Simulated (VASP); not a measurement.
The system is ZnS.

```
Zn S
1.0
     3.80543    0.00000    0.00000
    -1.90271    3.29560    0.00000
     0.00000    0.00000    6.24402
Zn S
2 2
Direct
  0.33333 0.66667 0.00534
  0.66667 0.33333 0.50534
  0.33333 0.66667 0.37966
  0.66667 0.33333 0.87966
```

Base run:

```yaml
Program: VASP 6.6.1
Functional: LDA
Potentials_or_basis: VASP PAW LDA potentials, release 64 (Zn, S)
Cutoff: 520 eV
k_mesh: 12 × 12 × 4
Occupations: gaussian, width 0.01 eV
Spin: no spin polarisation
```

Its results: band gap on the k mesh 1.99 eV; pressure -3.8 GPa; largest force 0.003 eV/Å.

The run is repeated on the same cell with these changes: functional from LDA to r2SCAN; potentials or basis from VASP PAW LDA potentials, release 64 (Zn, S) to VASP PAW PBE potentials, release 64 (Zn, S). What comes out?

Band gap on the k mesh 2.79 eV; pressure 0.1 GPa; largest force 0.005 eV/Å.

Caveats: the cell stands under tension (at least some runs); the PAW data sets were made with another functional, which shifts forces and pressure a little (at least some runs).

A k mesh can miss the band edges.
